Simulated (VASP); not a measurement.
# CdS (F-43m) in VASP: further runs, part 2 of 2

VASP 6.6.1. The steps go on from the part before.

**4. Relaxation of cell and atoms, LDA, target pressure 2 GPa, at which the enthalpy is minimised**

This run uses another cell than the first one, of 23.84 Å³/atom.

INCAR reads:

```
SYSTEM = CdS
PREC     = Accurate       ! precision mode
ENCUT    = 600            ! plane-wave cutoff, eV
EDIFF    = 1E-6           ! SCF threshold, eV
ISMEAR   = 0              ! smearing method
SIGMA    = 0.01           ! smearing width, eV
LREAL    = .FALSE.        ! projectors in reciprocal space
LASPH    = .TRUE.         ! aspherical terms in the spheres
NELM     = 60             ! most SCF steps
ALGO     = Normal         ! electronic algorithm
ISIF     = 3              ! what is computed and relaxed
LWAVE    = .FALSE.        ! write WAVECAR
LCHARG   = .FALSE.        ! write CHGCAR
IBRION   = 2              ! ionic algorithm
NSW      = 100            ! ionic steps
EDIFFG   = -0.002         ! ionic threshold
PSTRESS  = 20.0
```

KPOINTS reads:

```
regular mesh
0
G
  8 8 8
  0 0 0
```

POSCAR reads:

```
CdS
1.0
    0.0000000000      2.8782620995      2.8782620995
    2.8782620995      0.0000000000      2.8782620995
    2.8782620995      2.8782620995      0.0000000000
Cd S
1 1
Direct
    0.0000000000      0.0000000000      0.0000000000
    0.7500000000      0.7500000000      0.7500000000
```

Potentials or basis: VASP PAW LDA potentials, release 64 (Cd, S).

Command:

```bash
> cat potpaw_LDA.64/Cd/POTCAR potpaw_LDA.64/S/POTCAR > POTCAR
> mpirun -np 1 vasp_std > vasp.out
```

OUTCAR:

```text
SYSTEM = CdS
   PREC = Accurate
   ENCUT = 600
   EDIFF = 1E-6
   ISMEAR = 0
   LREAL = .FALSE.
   LASPH = .TRUE.
   NELM = 60
   ISIF = 3
   IBRION = 2
   NSW = 100
   EDIFFG = -0.002
   PSTRESS = 20.0

 ion  position               nearest neighbor table
   1  0.000  0.000  0.000-   2 2.49   2 2.49   2 2.49   2 2.49
   2  0.750  0.750  0.750-   1 2.49   1 2.49   1 2.49   1 2.49

  LATTYP: Found a face centered cubic cell.
 ALAT       =     5.7565241990

  Lattice vectors:

 A1 = (   0.0000000000,   2.8782620995,   2.8782620995)
 A2 = (   2.8782620995,   0.0000000000,   2.8782620995)
 A3 = (   2.8782620995,   2.8782620995,   0.0000000000)

Analysis of symmetry for initial positions (statically):
=====================================================================
 Subroutine PRICEL returns:
 Original cell was already a primitive cell.

 Routine SETGRP: Setting up the symmetry group for a
 face centered cubic supercell.

 Subroutine GETGRP returns: Found 24 space group operations
 (whereof 24 operations were pure point group operations)
 out of a pool of 48 trial point group operations.

The static configuration has the point symmetry T_d .

Analysis of symmetry for dynamics (positions and initial velocities):
=====================================================================
 Subroutine PRICEL returns:
 Original cell was already a primitive cell.

 Routine SETGRP: Setting up the symmetry group for a
[... 231 lines left out ...]

 number of electron      18.0000001 magnetization

 Free energy of the ion-electron system (eV)
  ---------------------------------------------------
  ext. energy  EPLUGINS =         0.00000000
  ---------------------------------------------------
  free energy    TOTEN  =        -7.39922046 eV

  energy without entropy =       -7.39922046  energy(sigma->0) =       -7.39922046

 E-fermi :   1.7266     XC(G=0):  -9.8600

 val. band max:        1.6714101113   @ k =   0.0000   0.0000   0.0000
 cond. band min:       2.6915965298   @ k =   0.0000   0.0000   0.0000
 fundamental gap:      1.0201864185
 Fermi energy:         1.7265925427

 k-point     1 :       0.0000    0.0000    0.0000
  band No.  band energies     occupation
      1     -11.0754      2.00000
      2      -6.3561      2.00000
      3      -6.3561      2.00000
      4      -6.3561      2.00000
      5      -5.7855      2.00000
      6      -5.7855      2.00000
      7       1.6714      2.00000
      8       1.6714      2.00000
      9       1.6714      2.00000
     10       2.6916      0.00000
     11       8.0113      0.00000
     12       8.0113      0.00000
     13       8.0113      0.00000
[... 354 lines left out ...]
  band No.  band energies     occupation
      1     -10.4963      2.00000
      2      -6.1687      2.00000
      3      -6.1192      2.00000
      4      -5.8230      2.00000
      5      -5.7549      2.00000
      6      -5.2063      2.00000
      7      -2.8952      2.00000
      8      -0.5205      2.00000
      9       0.2740      2.00000
     10       6.0300      0.00000
     11       7.2512      0.00000
     12       8.8272      0.00000
     13       9.9702      0.00000

 [... further k-points ...]

------------------------ aborting loop because EDIFF is reached ----------------------------------------

  FORCE on cell =-STRESS in cart. coord.  units (eV):
  Direction    XX          YY          ZZ          XY          YZ          ZX
  --------------------------------------------------------------------------------------
  -------------------------------------------------------------------------------------
  Total        0.5836034      0.5836034      0.5836034      0.0000000     -0.0000000      0.0000000
  in kB       20.0052607     20.0052607     20.0052607      0.0000000     -0.0000000      0.0000000
  external PRESSURE =       0.0052607 kB  Pullay stress =      20.0000000 kB
[... 21 lines left out ...]
  energy  without entropy=       -7.3992204587  energy(sigma->0) =       -7.39922046

  enthalpy is  TOTEN    =        -6.8157704992 eV   P V=        0.5834499596

 reached required accuracy - stopping structural energy minimisation
```

OSZICAR:

```text
N       E                     dE             d eps       ncg     rms          rms(c)
DAV:   1     0.117495281331E+03    0.11750E+03   -0.99588E+03   762   0.142E+03
DAV:   2    -0.259053309567E+01   -0.12009E+03   -0.11499E+03   844   0.313E+02
DAV:   3    -0.788175029370E+01   -0.52912E+01   -0.52721E+01   904   0.681E+01
[... 22 lines left out ...]
DAV:   2    -0.740155834556E+01    0.21787E-01   -0.55503E-02   839   0.411E+00    0.459E-01
DAV:   3    -0.739948663755E+01    0.20717E-02   -0.58272E-03   824   0.970E-01    0.382E-01
DAV:   4    -0.739924426327E+01    0.24237E-03   -0.35847E-04   764   0.223E-01    0.702E-02
DAV:   5    -0.739922037279E+01    0.23890E-04   -0.78633E-05   954   0.159E-01    0.191E-02
DAV:   6    -0.739922045874E+01   -0.85953E-07   -0.97594E-06   774   0.424E-02
   3 F= -.68157705E+01 E0= -.68157705E+01  d E =-.446752E-02
```

CONTCAR:

```text
CdS
   1.00000000000000
    -0.0000000000000000    2.8590257599165874    2.8590257599165874
     2.8590257599165874   -0.0000000000000000    2.8590257599165874
     2.8590257599165874    2.8590257599165874   -0.0000000000000000
  Cd              S
     1     1
Direct
     0.0000000000000000    0.0000000000000000    0.0000000000000000
     0.7500000000000000    0.7500000000000000    0.7500000000000000

  0.00000000E+00  0.00000000E+00  0.00000000E+00
  0.00000000E+00  0.00000000E+00  0.00000000E+00
```

Run time: 80 s. Hardware: 1 thread of Intel Xeon 8259CL, shared host; peak memory 0.19 GiB.

Results:

* Free energy: -7.3992 eV
* Relaxed volume: 23.37 Å³/atom
* Relaxed cell: a = 4.043 Å, b = 4.043 Å, c = 4.043 Å, α = 60.00°, β = 60.00°, γ = 60.00°
* Space group after relaxing (to 0.1 Å): F-43m (No. 216)
* Energy change on relaxing (the run minimises the enthalpy): +3.7 meV/atom
* Ionic steps: 3
* Pressure after relaxing: 2.0 GPa
* Band gap on the k mesh: 1.02 eV

The path:
```csv
step,energy change (eV),largest force (eV/Å),pressure (GPa),volume (Å³)
1,0.0000,0.0000,0.53,47.69
2,0.0158,0.0000,2.94,46.19
3,0.0074,0.0000,2.00,46.74
```

Final structure:
```yaml
crystal:
  lattice:
    - [0.00000, 2.85903, 2.85903]
    - [2.85903, 0.00000, 2.85903]
    - [2.85903, 2.85903, 0.00000]
  atoms:
    - { symbol: Cd, position: [0.00000, 0.00000, 0.00000] }
    - { symbol: S, position: [0.75000, 0.75000, 0.75000] }
```

Caveat: the cell is relaxed towards a set pressure, so the run minimises the enthalpy, not the energy.

**5. The runs side by side**

```csv
task,cell,cutoff (eV),gap on the mesh (eV),pressure (GPa)
single point,"a = 4.052 Å, angles 60.0°, 2 atoms",520,1.01,1.6
relaxation of cell and atoms,"relaxed to 1 GPa from a = 4.070 Å, angles 60.0°, 2 atoms",600,0.99,1.0
relaxation of cell and atoms,"relaxed to 2 GPa from a = 4.070 Å, angles 60.0°, 2 atoms",600,1.02,2.0
```

Alike in all rows: level LDA; potentials or basis VASP PAW LDA potentials, release 64 (Cd, S); no spin polarisation; k mesh 8 × 8 × 8; smearing gaussian 0.01 eV.

Caveats: the cell is relaxed towards a set pressure, so the run minimises the enthalpy, not the energy (at least some runs).

Total energies depend on the potentials used, so only differences within one code and one set of settings carry meaning.
